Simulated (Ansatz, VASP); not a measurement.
## Re in VASP and in Ansatz

```
Re
1.0
     0.00000    2.78084    2.78084
     2.78084    0.00000    2.78084
     2.78084    2.78084    0.00000
Re
2
Direct
  0.12500 0.12500 0.12500
  0.87500 0.87500 0.87500
```

Alike in both runs: task single point; functional LDA; k mesh 11 × 11 × 11; occupations fermi-dirac, width 0.1 eV; no spin polarisation.

|  | VASP | Ansatz |
| --- | --- | --- |
| version | VASP 6.6.1 | Ansatz 0.2.0 |
| potentials or method | VASP PAW LDA potentials, release 64 (Re), cutoff 520 eV | plane waves (420 eV) with PAW, scalar-relativistic |
| valence electrons in the cell | 14 | 30 |

```tsv
	VASP	Ansatz	Ansatz less VASP
pressure (GPa)	-1.6	-0.1	+1.46
```

Ansatz warns that its potentials were made for another functional, while VASP's fit it. LDA's correlation is that of Perdew and Zunger in VASP and of Perdew and Wang (1992) in Ansatz. VASP's potentials hold 14 valence electrons a cell and Ansatz's 30, so a difference there can come from the potentials and not from the codes.

Neither program's run includes spin-orbit coupling.
